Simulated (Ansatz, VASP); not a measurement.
Ir: VASP beside Ansatz

The input INCAR:

```
SYSTEM = Ir
ALGO     = Fast           ! electronic algorithm
EDIFF    = 1E-6           ! SCF threshold, eV
ENCUT    = 520            ! plane-wave cutoff, eV
ISIF     = 2              ! what is computed and relaxed
ISMEAR   = 0              ! smearing method
LASPH    = .TRUE.         ! aspherical terms in the spheres
LCHARG   = .FALSE.        ! write CHGCAR
LREAL    = .FALSE.        ! projectors in reciprocal space
LWAVE    = .FALSE.        ! write WAVECAR
NBANDS   = 16             ! bands
NELM     = 60             ! most SCF steps
PREC     = Accurate       ! precision mode
SIGMA    = 0.15           ! smearing width, eV
```

The input KPOINTS:

```
k-points
0
G
  16 16 12
  0 0 0
```

POSCAR

```
Ir
1.0
    0.0000000000     -1.9054060557     -1.9054060557
    0.0000000000      1.9054060557     -1.9054060557
    3.8108121114      0.0000000000      0.0000000000
Ir
2
Direct
    0.5100765923      0.4899234077      0.4719219954
   -0.0100765923      0.0100765923      0.0280780046
```

Input for Ansatz:

```yaml
crystal:
  lattice:
    - [0.0, -1.9054060557, -1.9054060557]
    - [0.0, 1.9054060557, -1.9054060557]
    - [3.8108121114, 0.0, 0.0]
  atoms:
    - { symbol: Ir, position: [0.5100765923, 0.4899234077, 0.4719219954] }
    - { symbol: Ir, position: [-0.0100765923, 0.0100765923, 0.0280780046] }
basis:
  ecutwfc: 420
kpoints:
  mp_grid: { grid: [16, 16, 12] }
hamiltonian:
  xc: lda
  pseudopotentials: { kind: paw, azcp: { folder: soft_1 } }
scf:
  occupations: { method: gaussian, width: 0.15 }
output:
  forces: true
  stress: true
  eigenvalues: true
  write_density: true
  write_potential: true
  elf: true
  volumetric_format: npy
```

Change from the starting cell: mode 4 frozen in at -0.038 Å and mode 6 at -0.107 Å (largest displacements).

Alike in both runs: task single point; functional LDA; k mesh 16 × 16 × 12; occupations gaussian, width 0.15 eV; no spin polarisation.

|  | VASP | Ansatz |
| --- | --- | --- |
| version | VASP 6.6.1 | Ansatz 0.2.0 |
| potentials or method | VASP PAW LDA potentials, release 64 (Ir), cutoff 520 eV | scalar-relativistic, plane waves, PAW |
| valence electrons in the cell | 18 | 34 |

VASP gave:

```
gap on the k mesh at the Fermi level (eV)                     : none
pressure (GPa)                                                : 13.5
traceless stress, the component that is largest in VASP (GPa) : 6.14
rms of the force components (eV/Å)                            : 1.979
```

Task: Which values does Ansatz return?

Result: gap on the k mesh at the Fermi level (eV): none; pressure (GPa): 10.5; traceless stress, the component that is largest in VASP (GPa): 6.11; rms of the force components (eV/Å): 1.918.

Ansatz warns that its potentials were made for another functional, while VASP's fit it. LDA's correlation is that of Perdew and Zunger in VASP and of Perdew and Wang (1992) in Ansatz. Atom by atom the forces differ by 0.061 eV/Å (rms over components). A gap of «none» marks a metal or a gap that the smearing closes. VASP's potentials hold 18 valence electrons a cell and Ansatz's 34, so a difference there can come from the potentials and not from the codes.

Neither program's run includes spin-orbit coupling.
